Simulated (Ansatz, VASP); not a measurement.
## One calculation of BN, two programs

```
CELL_PARAMETERS angstrom
-0.03615 1.78943 1.78943
1.78943 -0.03615 1.78943
1.78943 1.78943 -0.03615
ATOMIC_POSITIONS crystal
B 0.00000 0.00000 0.00000
N 0.75000 0.75000 0.75000
```

Change from the starting cell: equal xy, yz and zx shear strains of -2 %, crystal datasets.

Alike in both runs: task electric field gradients; functional PBEsol; k mesh 13 × 13 × 13; occupations fermi-dirac, width 0.03 eV; no spin polarisation.

|  | VASP | Ansatz |
| --- | --- | --- |
| version | VASP 6.6.1 | Ansatz 0.2.0 |
| potentials or method | VASP PAW PBE potentials, release 64 (B, N), cutoff 520 eV | all-electron PAW with datasets made for the crystal, scalar-relativistic |

VASP gave:

| Quantity | Value |
| --- | --- |
| gap on the k mesh at the Fermi level (eV) | 4.27 |
| pressure (GPa) | -1.8 |
| traceless stress, the component that is largest in VASP (GPa) | 9.28 |
| rms of the force components (eV/Å) | 0.073 |
| size of Vzz on the site where it differs most (V/Å²) | 6.6 |

Which values does Ansatz return?

gap on the k mesh at the Fermi level (eV): 4.28; pressure (GPa): -2.4; traceless stress, the component that is largest in VASP (GPa): 9.21; rms of the force components (eV/Å): 0.068; size of Vzz on the site where it differs most (V/Å²): 6.2.

VASP's potentials were made for PBE, not for PBEsol. Atom by atom the forces differ by 0.005 eV/Å (rms over components). Ansatz ran all-electron here, and VASP with PAW potentials.
